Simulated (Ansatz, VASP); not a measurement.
One calculation of AlN, two programs

```
Al N
1.0
     3.37884    0.00000    0.00000
    -1.68942    2.92616    0.00000
     0.00000    0.00000    4.23706
Al N
2 2
Direct
  0.33333 0.66667 0.75000
  0.66667 0.33333 0.25000
  0.33333 0.66667 0.25000
  0.66667 0.33333 0.75000
```

Alike in both runs: task single point; functional PBEsol; k mesh 9 × 9 × 6; occupations gaussian, width 0.05 eV; no spin polarisation.

|  | VASP | Ansatz |
| --- | --- | --- |
| version | VASP 6.6.1 | Ansatz 0.2.0 |
| potentials or method | VASP PAW PBE potentials, release 64 (Al, N), cutoff 520 eV | scalar-relativistic, plane waves, PAW |
| valence electrons in the cell | 16 | 16 |

|  | VASP | Ansatz | Ansatz less VASP |
| --- | --- | --- | --- |
| gap on the k mesh at the Fermi level (eV) | 2.83 | 2.82 | -0.011 |
| least direct gap on the mesh (eV) | 2.83 | 2.82 | -0.011 |
| pressure (GPa) | -13.1 | -13.1 | +0.04 |
| traceless stress, the component that is largest in VASP (GPa) | 1.44 | 1.44 | -0.001 |

VASP's potentials were made for PBE, not for PBEsol, and Ansatz warns of the same on its side. With one functional, cell and mesh, what is left measures potentials, basis and numerics.
